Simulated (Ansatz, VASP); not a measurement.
# One calculation of AlN, two programs

```
Al N
1.0
     3.11100    0.00000    0.00000
    -1.55550    2.69421    0.00000
     0.00000    0.00000    4.97800
Al N
2 2
Direct
  0.35895 0.68542 0.01015
  0.69228 0.35208 0.51015
  0.33333 0.66667 0.38500
  0.66667 0.33333 0.88500
```

Change from the starting cell: all Al atoms moved +0.087 Å, as atom 1 along Cartesian [1 1 1].

Alike in both runs: task single point; functional r2SCAN; k mesh 12 × 12 × 6; occupations gaussian, width 0.05 eV; no spin polarisation.

|  | VASP | Ansatz |
| --- | --- | --- |
| version | VASP 6.6.1 | Ansatz 0.2.0 |
| potentials or method | VASP PAW PBE potentials, release 64 (Al, N), cutoff 520 eV | scalar-relativistic, plane waves, PAW |
| valence electrons in the cell | 16 | 16 |

```tsv
	VASP	Ansatz	Ansatz less VASP
gap on the k mesh at the Fermi level (eV)	4.89	4.85	-0.040
least direct gap on the mesh (eV)	4.89	4.85	-0.040
pressure (GPa)	-0.1	0.3	+0.37
traceless stress, the component that is largest in VASP (GPa)	3.18	3.12	-0.054
rms of the force components (eV/Å)	0.647	0.640	-0.0068
```

VASP's potentials were made for PBE, not for r2SCAN. Atom by atom the forces differ by 0.007 eV/Å (rms over components). The functional is the same, so the differences come from potentials, cutoffs and numerics.
